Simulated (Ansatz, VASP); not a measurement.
**One calculation of YSi2, two programs**

```
CELL_PARAMETERS angstrom
3.88040 0.00000 0.00000
-1.94020 3.36053 0.00000
0.00000 0.00000 4.19448
ATOMIC_POSITIONS crystal
Y 0.00000 0.00000 0.00000
Si 0.33333 0.66667 0.50000
Si 0.66667 0.33333 0.50000
```

Change from the starting cell: volume scaled by 1.04, crystal datasets.

Alike in both runs: task electric field gradients; functional PBEsol; k mesh 12 × 12 × 10; occupations fermi-dirac, width 0.05 eV; no spin polarisation.

|  | VASP | Ansatz |
| --- | --- | --- |
| version | VASP 6.6.1 | Ansatz 0.2.0 |
| potentials or method | VASP PAW PBE potentials, release 64 (Y_sv, Si), cutoff 520 eV | all-electron PAW with datasets made for the crystal, scalar-relativistic |

VASP gave:

| Item | Value |
| --- | --- |
| pressure (GPa) | 4.3 |
| traceless stress, the component that is largest in VASP (GPa) | -9.86 |
| size of Vzz on the site where it differs most (V/Å²) | 4.9 |

Problem. What did Ansatz give for the same quantities?

Solution. Pressure (GPa): 4.3; traceless stress, the component that is largest in VASP (GPa): -9.79; size of Vzz on the site where it differs most (V/Å²): 8.9.

VASP's potentials were made for PBE, not for PBEsol. Ansatz ran all-electron here, and VASP with PAW potentials.
